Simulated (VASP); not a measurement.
# TiSi6 (P6/mmm) in VASP: notebook

The runs below take TiSi6 through single point, relaxation of cell and atoms, with PBE.

Everything below comes from runs of VASP 6.6.1. Logs are shortened: lines on timing, memory, paths and dates and some standing lists are left out, and cuts for length are marked.

### 1 The cell of the first run

Symmetry: P6/mmm, No. 191, hexagonal system. Conventional cell: a = 7.236 Å, b = 7.236 Å, c = 2.668 Å, α = 90.00°, β = 90.00°, γ = 120.00°. Ti (site symmetry 6/mmm) has 2 Ti at 2.67 Å and 12 Si at 2.77 Å within 3.5 Å. Within 3.1 Å of Si (site symmetry m2m) lie 5 Si at 2.37 to 2.67 Å and 2 Ti at 2.77 Å.

The cell was generated, and may not be a known phase.

### 2 Single point, PBE

INCAR reads:

```
SYSTEM = TiSi6
PREC = Accurate ; ENCUT = 520
EDIFF = 1E-6 ; ISMEAR = 0
SIGMA = 0.1 ; LREAL = .False.
LASPH = .True. ; NELM = 100
ALGO = Normal ; ISIF = 2
LWAVE = .False. ; LCHARG = .False.
GGA = PE ; NBANDS = 27
```

KPOINTS reads:

```
Automatic mesh
0
Gamma
  6 6 14
  0 0 0
```

POSCAR reads:

```
TiSi6
1.0
    7.2362290091      0.0000000000      0.0000000000
   -3.6181145046      6.2667581495      0.0000000000
    0.0000000000      0.0000000000      2.6684473007
Ti Si
1 6
Direct
    0.0000000000      0.0000000000      0.0000000000
    0.0000000000      0.3359758238      0.5000000000
    0.6640241762      0.6640241762      0.5000000000
    0.3359758238      0.0000000000      0.5000000000
    0.0000000000      0.6640241762      0.5000000000
    0.3359758238      0.3359758238      0.5000000000
    0.6640241762      0.0000000000      0.5000000000
```

Potentials or basis: VASP PAW PBE potentials, release 64 (Ti_sv, Si).

On the command line:

```console
cat potpaw_PBE.64/Ti_sv/POTCAR potpaw_PBE.64/Si/POTCAR > POTCAR
mpirun -np 1 vasp_std > vasp.out
```

OUTCAR:

```text
SYSTEM = TiSi6
   PREC = Accurate
   ENCUT = 520
   EDIFF = 1E-6
   ISMEAR = 0
   LREAL = .False.
   LASPH = .True.
   NELM = 100
   ISIF = 2
   GGA = PE

 ion  position               nearest neighbor table
   1  0.000  0.000  0.000-   3 2.77   6 2.77   3 2.77   6 2.77   4 2.77   4 2.77   7 2.77   7 2.77
                             5 2.77   5 2.77   2 2.77   2 2.77
   2  0.000  0.336  0.500-   5 2.37   7 2.43   6 2.43   1 2.77   1 2.77
   3  0.664  0.664  0.500-   6 2.37   5 2.43   7 2.43   1 2.77   1 2.77
   4  0.336  0.000  0.500-   7 2.37   5 2.43   6 2.43   1 2.77   1 2.77
   5  0.000  0.664  0.500-   2 2.37   4 2.43   3 2.43   1 2.77   1 2.77
   6  0.336  0.336  0.500-   3 2.37   2 2.43   4 2.43   1 2.77   1 2.77
   7  0.664  0.000  0.500-   4 2.37   2 2.43   3 2.43   1 2.77   1 2.77

  LATTYP: Found a hexagonal cell.
 ALAT       =     7.2362290091
 C/A-ratio  =     0.3687621408

  Lattice vectors:

 A1 = (   7.2362290091,   0.0000000000,   0.0000000000)
 A2 = (  -3.6181145046,   6.2667581495,   0.0000000000)
 A3 = (   0.0000000000,   0.0000000000,   2.6684473007)

Analysis of symmetry for initial positions (statically):
=====================================================================
 Subroutine PRICEL returns:
 Original cell was already a primitive cell.

 Routine SETGRP: Setting up the symmetry group for a
 hexagonal supercell.

 Subroutine GETGRP returns: Found 24 space group operations
 (whereof 24 operations were pure point group operations)
 out of a pool of 24 trial point group operations.

The static configuration has the point symmetry D_6h.

Analysis of symmetry for dynamics (positions and initial velocities):
=====================================================================
 Subroutine PRICEL returns:
 Original cell was already a primitive cell.

 Routine SETGRP: Setting up the symmetry group for a
 hexagonal supercell.

 Subroutine GETGRP returns: Found 24 space group operations
 (whereof 24 operations were pure point group operations)
 out of a pool of 24 trial point group operations.

The dynamic configuration has the point symmetry D_6h.

 Subroutine INISYM returns: Found 24 space group operations
 (whereof 24 operations are pure point group operations),
 and found     1 'primitive' translations

----------------------------------------------------------------------------------------

                                     Primitive cell

  volume of cell :     121.0079

  direct lattice vectors                    reciprocal lattice vectors
     7.236229009  0.000000000  0.000000000     0.138193526  0.079786069  0.000000000
    -3.618114505  6.266758150  0.000000000     0.000000000  0.159572139  0.000000000
     0.000000000  0.000000000  2.668447301     0.000000000  0.000000000  0.374749765

  length of vectors
     7.236229009  7.236229009  2.668447301     0.159572139  0.159572139  0.374749765

  position of ions in fractional coordinates (direct lattice)
     0.000000000  0.000000000  0.000000000
     0.000000000  0.335975824  0.500000000
     0.664024176  0.664024176  0.500000000
     0.335975824  0.000000000  0.500000000
     0.000000000  0.664024176  0.500000000
     0.335975824  0.335975824  0.500000000
     0.664024176  0.000000000  0.500000000

  ion indices of the primitive-cell ions
   primitive index   ion index
                 1           1
                 2           2
                 3           3
                 4           4
                 5           5
                 6           6
                 7           7

----------------------------------------------------------------------------------------

 KPOINTS: Automatic mesh

Automatic generation of k-mesh.
 Grid dimensions read from file:
 generate k-points for:    6    6   14

 Generating k-lattice:

  Cartesian coordinates                     Fractional coordinates (reciprocal lattice)
     0.023032254  0.013297678  0.000000000     0.166666667  0.000000000  0.000000000
     0.000000000  0.026595356  0.000000000     0.000000000  0.166666667  0.000000000
[... 60 lines left out ...]
  band No.  band energies     occupation
      1     -49.3449      2.00000
      2     -25.6928      2.00000
      3     -25.6928      2.00000
      4     -25.1647      2.00000
      5      -4.2868      2.00000
      6      -3.9877      2.00000
[... 19 lines left out ...]
     26      13.2257      0.00000
     27      14.1776      0.00000

 k-point     5 :       0.1667    0.1667    0.0000
  band No.  band energies     occupation
      1     -49.3449      2.00000
      2     -25.6928      2.00000
      3     -25.6928      2.00000
      4     -25.1647      2.00000
      5      -4.6962      2.00000
      6      -3.2052      2.00000
[... 19 lines left out ...]
     26      13.7946      0.00000
     27      13.8745      0.00000

 k-point     6 :       0.3333    0.1667    0.0000
  band No.  band energies     occupation
      1     -49.3449      2.00000
      2     -25.6928      2.00000
      3     -25.6928      2.00000
      4     -25.1647      2.00000
      5      -4.3584      2.00000
      6      -3.7639      2.00000
[... 444 lines left out ...]
      1     -49.3246      2.00000
      2     -25.6734      2.00000
      3     -25.6734      2.00000
      4     -25.3152      2.00000
      5      -3.6969      2.00000
      6      -3.3805      2.00000
[... 19 lines left out ...]
     26      11.6456      0.00000
     27      11.6457      0.00000

 k-point    22 :       0.0000    0.0000    0.2143
  band No.  band energies     occupation
      1     -49.3029      2.00000
      2     -25.6526      2.00000
      3     -25.6526      2.00000
      4     -25.4728      2.00000
      5      -4.0575      2.00000
      6      -1.4732      2.00000
[... 19 lines left out ...]
     26      11.6905      0.00000
     27      11.8749      0.00000

 k-point    23 :       0.1667    0.0000    0.2143
  band No.  band energies     occupation
      1     -49.3029      2.00000
      2     -25.6526      2.00000
      3     -25.6526      2.00000
      4     -25.4728      2.00000
      5      -3.9675      2.00000
      6      -2.0192      2.00000
[... 19 lines left out ...]
     26      11.4152      0.00000
     27      11.5396      0.00000

 k-point    24 :       0.3333   -0.0000    0.2143
  band No.  band energies     occupation
      1     -49.3029      2.00000
      2     -25.6526      2.00000
      3     -25.6526      2.00000
      4     -25.4728      2.00000
      5      -3.7036      2.00000
      6      -2.6674      2.00000
[... 19 lines left out ...]
     26      11.1104      0.00000
     27      11.3811      0.00000

 [... further k-points ...]

------------------------ aborting loop because EDIFF is reached ----------------------------------------

  FORCE on cell =-STRESS in cart. coord.  units (eV):
  Direction    XX          YY          ZZ          XY          YZ          ZX
  --------------------------------------------------------------------------------------
  -------------------------------------------------------------------------------------
  Total       -0.0489583     -0.0489583     -0.0089339      0.0000000     -0.0000000      0.0000000
  in kB       -0.6482214     -0.6482214     -0.1182866      0.0000000     -0.0000000      0.0000000
  external PRESSURE =      -0.4715765 kB  Pullay stress =       0.0000000 kB

 VOLUME and BASIS-vectors are now :
 -----------------------------------------------------------------------------
  energy-cutoff  :      520.00
  volume of cell :      121.01
      direct lattice vectors                 reciprocal lattice vectors
     7.236229009  0.000000000  0.000000000     0.138193526  0.079786069  0.000000000
    -3.618114505  6.266758150  0.000000000     0.000000000  0.159572139  0.000000000
     0.000000000  0.000000000  2.668447301     0.000000000  0.000000000  0.374749765

 POSITION                                       TOTAL-FORCE (eV/Angst)
 -----------------------------------------------------------------------------------
      0.00000      0.00000      0.00000        -0.000000      0.000000      0.000000
     -1.21560      2.10548      1.33422        -0.000433      0.000750     -0.000000
      2.40252      4.16128      1.33422        -0.000433     -0.000750      0.000000
      2.43120      0.00000      1.33422         0.000866      0.000000      0.000000
     -2.40252      4.16128      1.33422         0.000433     -0.000750      0.000000
      1.21560      2.10548      1.33422         0.000433      0.000750     -0.000000
      4.80503      0.00000      1.33422        -0.000866      0.000000     -0.000000
 -----------------------------------------------------------------------------------
    total drift:                               -0.000000     -0.000000     -0.000000

  FREE ENERGIE OF THE ION-ELECTRON SYSTEM (eV)
  ---------------------------------------------------
  free  energy   TOTEN  =       -39.3823650297 eV

  energy  without entropy=      -39.3723370821  energy(sigma->0) =      -39.37735106
```

It took 77 s on 1 thread of Intel Xeon 6975P-C (Granite Rapids), shared host; peak memory 0.31 GiB.

Results:

| Item | Value |
| --- | --- |
| Free energy | -39.3824 eV |
| Pressure | 0.0 GPa |
| Band gap on the k mesh | zero (bands 18 and 19 overlap by 2.19 eV) |

### 3 Relaxation of cell and atoms, PBE

This run uses another cell than the first one, of 20.12 Å³/atom.

INCAR reads:

```
ALGO = Normal
EDIFF = 1E-6
EDIFFG = -0.04
ENCUT = 600
GGA = PE
IBRION = 2
ISIF = 3
ISMEAR = 0
LASPH = T
LCHARG = F
LREAL = F
LWAVE = F
NELM = 100
NSW = 90
PREC = Accurate
SIGMA = 0.1
```

KPOINTS reads:

```
k-points
0
Gamma
  3 3 6
```

POSCAR reads:

```
TiSi6
1.0
    6.7672168369      0.0000000000      0.0000000000
   -3.3836084185      5.8605816937      0.0000000000
    0.0000000000      0.0000000000      3.5512457287
Ti Si
1 6
Direct
    0.0000000000      0.0000000000      0.0000000000
    0.0000000000      0.3291071091      0.5000000000
    0.6708928909      0.6708928909      0.5000000000
    0.3291071091      0.0000000000      0.5000000000
    0.0000000000      0.6708928909      0.5000000000
    0.3291071091      0.3291071091      0.5000000000
    0.6708928909      0.0000000000      0.5000000000
```

Potentials or basis: VASP PAW PBE potentials, release 64 (Ti_sv, Si).

On the command line:

```console
cat potpaw_PBE.64/Ti_sv/POTCAR potpaw_PBE.64/Si/POTCAR > POTCAR
mpirun -np 1 vasp_std > vasp.out
```

It took 6.3 min on 1 thread of Intel Xeon 6975P-C (Granite Rapids), shared host; peak memory 0.3 GiB.

It converged, with:

```yaml
Free_energy: -39.2945 eV
Relaxed_volume: 17.39 Å³/atom
Relaxed_cell: a = 7.270 Å, b = 7.270 Å, c = 2.659 Å, α = 90.00°, β = 90.00°, γ = 120.00°
Space_group_after_relaxing_to_0.1_Å: P6/mmm (No. 191)
Energy_gained_by_relaxing: 130.2 meV/atom
Ionic_steps: 25
Pressure_after_relaxing: 0.0 GPa
Band_gap_on_the_k_mesh: zero (bands 18 and 19 overlap by 1.83 eV)
```

Forces in eV/Å, atoms in the order of the input:
```
Ti   0.000  0.000  0.000
Si  -0.001  0.002  0.000
Si  -0.001 -0.002  0.000
Si   0.002  0.000  0.000
Si   0.001 -0.002  0.000
Si   0.001  0.002  0.000
Si  -0.002  0.000  0.000
```

Stress tensor (GPa, compression positive):
```
 0.10  0.00  0.00
 0.00  0.10  0.00
 0.00  0.00 -0.09
```

Step by step:
| step | energy change (eV) | largest force (eV/Å) | pressure (GPa) | volume (Å³) |
| --- | --- | --- | --- | --- |
| 1 | 0.0000 | 0.0638 | -0.50 | 140.84 |
| 2 | -0.0181 | 0.0416 | -0.50 | 139.57 |
| 3 | -0.0930 | 0.0817 | -0.11 | 135.71 |
| 4 | -0.1535 | 0.4014 | 1.40 | 127.86 |
| 5 | -0.1636 | 0.3389 | 1.26 | 127.60 |
| 6 | -0.2161 | 0.1533 | 0.78 | 126.81 |
| 7 | -0.3969 | 0.0093 | 1.10 | 125.15 |
| 8 | -0.7302 | 0.1186 | 1.57 | 121.53 |
| 9 | -0.4106 | 0.7145 | 10.06 | 112.99 |
| 10 | -0.7786 | 0.2087 | 2.48 | 119.88 |
| 11 | -0.8088 | 0.3681 | 3.56 | 118.47 |
| 12 | -0.7566 | 0.5963 | 6.17 | 115.82 |
| 13 | -0.8157 | 0.4329 | 4.17 | 117.77 |
| 14 | -0.8147 | 0.4638 | 4.47 | 117.43 |
| 15 | -0.8270 | 0.4796 | 4.39 | 117.42 |
| 16 | -0.8271 | 0.4792 | 4.40 | 117.42 |
| 17 | -0.8492 | 0.4201 | 3.68 | 118.09 |
| 18 | -0.8945 | 0.2513 | 1.64 | 120.11 |
| 19 | -0.8969 | 0.0497 | -1.85 | 124.23 |
| 20 | -0.9096 | 0.0841 | -0.31 | 122.30 |
| 21 | -0.9096 | 0.0912 | -0.24 | 122.20 |
| 22 | -0.9102 | 0.0785 | -0.20 | 122.13 |
| 23 | -0.9113 | 0.0401 | -0.09 | 121.91 |
| 24 | -0.9113 | 0.0401 | 0.15 | 121.48 |
| 25 | -0.9117 | 0.0022 | 0.04 | 121.70 |

Final structure:
```
Ti Si
1.0
     7.26969    0.00000    0.00000
    -3.63485    6.29574    0.00000
     0.00000    0.00000    2.65906
Ti Si
1 6
Direct
  0.00000 0.00000 0.00000
  0.00000 0.33573 0.50000
  0.66427 0.66427 0.50000
  0.33573 0.00000 0.50000
  0.00000 0.66427 0.50000
  0.33573 0.33573 0.50000
  0.66427 0.00000 0.50000
```

Levels at points of the mesh, in eV from the Fermi level:
```csv
k point,band 14,band 15,band 16,band 17,band 18,band 19,band 20,band 21,band 22
"(0.00, 0.00, 0.00)",-3.62,-1.60,0.29,0.29,0.34,0.34,1.84,1.84,2.14
"(0.00, 0.00, 0.50)",-4.04,-3.35,-2.57,-0.77,-0.77,-0.34,-0.34,0.25,0.59
```

Caveat: a cell axis changed by over 15 % at a fixed basis, so the end point is rough.

### 4 Relaxation of cell and atoms, PBE

This run uses another cell than the first one, of 12.19 Å³/atom.

INCAR reads:

```
SYSTEM = TiSi6
PREC     = Accurate       ! precision mode
ENCUT    = 600            ! plane-wave cutoff, eV
EDIFF    = 1E-6           ! SCF threshold, eV
ISMEAR   = 0              ! smearing method
SIGMA    = 0.1            ! smearing width, eV
LREAL    = .False.        ! projectors in reciprocal space
LASPH    = .True.         ! aspherical terms in the spheres
NELM     = 60             ! most SCF steps
ALGO     = Normal         ! electronic algorithm
ISIF     = 3              ! what is computed and relaxed
LWAVE    = .False.        ! write WAVECAR
LCHARG   = .False.        ! write CHGCAR
GGA      = PE             ! functional
IBRION   = 2              ! ionic algorithm
NSW      = 90             ! ionic steps
EDIFFG   = -0.04          ! ionic threshold
```

KPOINTS reads:

```
Automatic mesh
0
Gamma
  6 6 4
  0 0 0
```

POSCAR reads:

```
TiSi6
1.0
    4.8814455700      0.0000000000      0.0000000000
   -2.4407227900      4.2274558700      0.0000000000
    0.0000000000      0.0000000000      4.1363212900
Ti Si
1 6
Direct
    0.0000000000      0.0000000000      0.0000000000
    0.0000000000      0.3336124100      0.5000000000
    0.6663875900      0.6663875900      0.5000000000
    0.3336124100      0.0000000000      0.5000000000
    0.0000000000      0.6663875900      0.5000000000
    0.3336124100      0.3336124100      0.5000000000
    0.6663875900      0.0000000000      0.5000000000
```

On the command line:

```console
cat potpaw_PBE.64/Ti_sv/POTCAR potpaw_PBE.64/Si/POTCAR > POTCAR
mpirun -np 1 vasp_std > vasp.out
```

It took 14 min on 1 thread of Intel Xeon 6975P-C (Granite Rapids), shared host; peak memory 0.26 GiB.

The run converged. Its results:

```yaml
Free_energy: -39.0746 eV
Relaxed_volume: 17.38 Å³/atom
Relaxed_cell: a = 7.147 Å, b = 7.147 Å, c = 2.750 Å, α = 90.00°, β = 90.00°, γ = 120.00°
Space_group_after_relaxing_to_0.1_Å: P6/mmm (No. 191)
Energy_gained_by_relaxing: 8432.4 meV/atom
Ionic_steps: 47
Pressure_after_relaxing: 0.1 GPa
Largest_force_after_relaxing: 0.024 eV/Å
Band_gap_on_the_k_mesh: zero (bands 18 and 19 overlap by 2.49 eV)
```

Forces on the atoms (eV/Å):
```
Ti   0.000  0.000  0.000
Si  -0.012  0.021  0.000
Si  -0.012 -0.021  0.000
Si   0.024  0.000  0.000
Si   0.012 -0.021  0.000
Si   0.012  0.021  0.000
Si  -0.024  0.000  0.000
```

Stress tensor (GPa, compression positive):
```
0.16 0.00 0.00
0.00 0.16 0.00
0.00 0.00 0.08
```

Step by step:
```csv
step,energy change (eV),largest force (eV/Å),pressure (GPa),volume (Å³)
1,0.0000,0.7810,272.36,85.36
3,-52.6332,1.1961,-12.72,226.59
5,-55.6516,0.7717,17.49,141.22
7,-57.2260,0.2669,3.76,153.77
9,-57.5128,0.0699,-3.10,163.36
11,-57.9278,0.0510,-1.41,153.33
13,-58.2121,0.8291,4.70,126.32
15,-58.2546,0.5182,2.72,132.09
17,-58.3163,0.0161,-0.86,134.30
19,-58.3165,0.0471,-0.63,134.14
21,-58.3267,0.0876,0.34,130.97
23,-58.3421,0.7493,6.41,119.93
25,-58.3388,0.3399,2.99,125.74
27,-58.3398,0.3524,3.07,125.58
29,-58.3447,0.4012,3.43,124.87
31,-58.3797,0.5424,4.71,122.05
33,-58.4159,0.8724,6.45,119.03
35,-58.4334,1.0716,7.23,117.55
37,-58.4871,1.0041,6.67,117.88
39,-58.6871,0.7345,4.45,119.35
41,-58.9876,0.1463,-1.96,125.09
43,-59.0159,0.0214,-0.43,122.94
45,-59.0195,0.1016,0.30,121.96
47,-59.0266,0.0245,0.13,121.68
```

Final structure:
```
CELL_PARAMETERS angstrom
7.14750 0.00000 0.00000
-3.57375 6.18991 0.00000
0.00000 0.00000 2.75024
ATOMIC_POSITIONS crystal
Ti 0.00000 0.00000 0.00000
Si 0.00000 0.33475 0.50000
Si 0.66525 0.66525 0.50000
Si 0.33475 0.00000 0.50000
Si 0.00000 0.66525 0.50000
Si 0.33475 0.33475 0.50000
Si 0.66525 0.00000 0.50000
```

Levels at points of the mesh, in eV from the Fermi level:
| k point | band 14 | band 15 | band 16 | band 17 | band 18 | band 19 | band 20 | band 21 | band 22 |
| --- | --- | --- | --- | --- | --- | --- | --- | --- | --- |
| (0.00, 0.00, 0.00) | -2.83 | -1.40 | 0.65 | 0.65 | 0.68 | 0.68 | 1.53 | 1.53 | 2.75 |
| (0.50, 0.00, 0.00) | -2.32 | -1.62 | -0.23 | -0.07 | 0.57 | 1.12 | 1.22 | 1.51 | 1.53 |
| (0.00, 0.00, 0.50) | -3.76 | -3.61 | -2.86 | -0.89 | -0.89 | -0.23 | -0.23 | 0.44 | 0.76 |
| (0.50, 0.00, 0.50) | -3.64 | -3.34 | -2.32 | -2.02 | -1.68 | -1.21 | 0.27 | 0.70 | 1.86 |

Caveat: the k points lie up to 0.57 Å⁻¹ apart in the final cell, too coarse for converged energies and pressures of a metal; the volume moved by over 15 % at a fixed basis, so the end points are rough.

### 5 Summary

```csv
task,cell,k mesh,cutoff (eV),gap on the mesh (eV),pressure (GPa),relaxed volume (Å³/atom)
single point,"a = 7.236, b = 7.236, c = 2.668 Å, angles 90.0, 90.0, 120.0°, 7 atoms, atomic positions A",6 × 6 × 14,520,none,0.0,-
relaxation of cell and atoms,"relaxed from a = 6.767, b = 6.767, c = 3.551 Å, angles 90.0, 90.0, 120.0°, 7 atoms, atomic positions B",3 × 3 × 6,600,none,0.0,17.39
relaxation of cell and atoms,"relaxed from a = 4.881, b = 4.881, c = 4.136 Å, angles 90.0, 90.0, 120.0°, 7 atoms, atomic positions C",6 × 6 × 4,600,none,0.1,17.38
```

Alike in all rows: level PBE; potentials or basis VASP PAW PBE potentials, release 64 (Ti_sv, Si); no spin polarisation; smearing gaussian 0.1 eV.

Caveats: some runs use coarse meshes; a cell axis changed by over 15 % at a fixed basis, so the end point is rough (at least some runs); the volume moved by over 15 % at a fixed basis, so the end points are rough (at least some runs).

Absolute energies hang on the potentials; compare differences alone.
